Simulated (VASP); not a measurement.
# Pd: single point with RPBE+D4

The system is Pd.

```xyz
1
Lattice="0.0000 1.9847 1.9847 1.9847 0.0000 1.9847 1.9847 1.9847 0.0000" Properties=species:S:1:pos:R:3 pbc="T T T"
Pd    0.0000    0.0000    0.0000
```

```yaml
Program: VASP 6.6.1
Task: single point
Functional: RPBE
Dispersion: D4
Potentials_or_basis: VASP PAW PBE potentials, release 64 (Pd)
Cutoff: 520 eV
k_mesh: 12 × 12 × 12
Occupations: fermi-dirac, width 0.05 eV
Spin: no spin polarisation
```

```yaml
Pressure: -7.8 GPa
Band_gap_on_the_k_mesh: zero (band 5 reaches 9.18 eV, above the bottom of band 6 at 7.75 eV)
Dispersion_energy_per_atom: -0.906 eV
```

Levels at points of the mesh, in eV from the Fermi level:
| k point | band 1 | band 2 | band 3 | band 4 | band 5 | band 6 | band 7 | band 8 | band 9 | band 10 |
| --- | --- | --- | --- | --- | --- | --- | --- | --- | --- | --- |
| (0.00, 0.00, 0.00) | -6.62 | -2.55 | -2.55 | -2.55 | -1.10 | -1.10 | 17.18 | 21.66 | 21.66 | 21.66 |
| (0.50, 0.00, 0.00) | -4.81 | -2.59 | -2.59 | -0.01 | -0.01 | 1.21 | 6.94 | 16.52 | 20.62 | 20.62 |
| (0.50, 0.50, 0.00) | -4.88 | -4.62 | -0.04 | 0.27 | 0.27 | 3.43 | 10.25 | 12.98 | 12.98 | 20.79 |

Wall time 7.2 s on 1 thread of Intel Xeon 6975P-C, on a shared host, peak memory 0.15 GiB.

Caveat: the PAW data sets were made with another functional, which shifts forces and pressure a little; pairwise dispersion overbinds metals, which lowers pressure and volume.
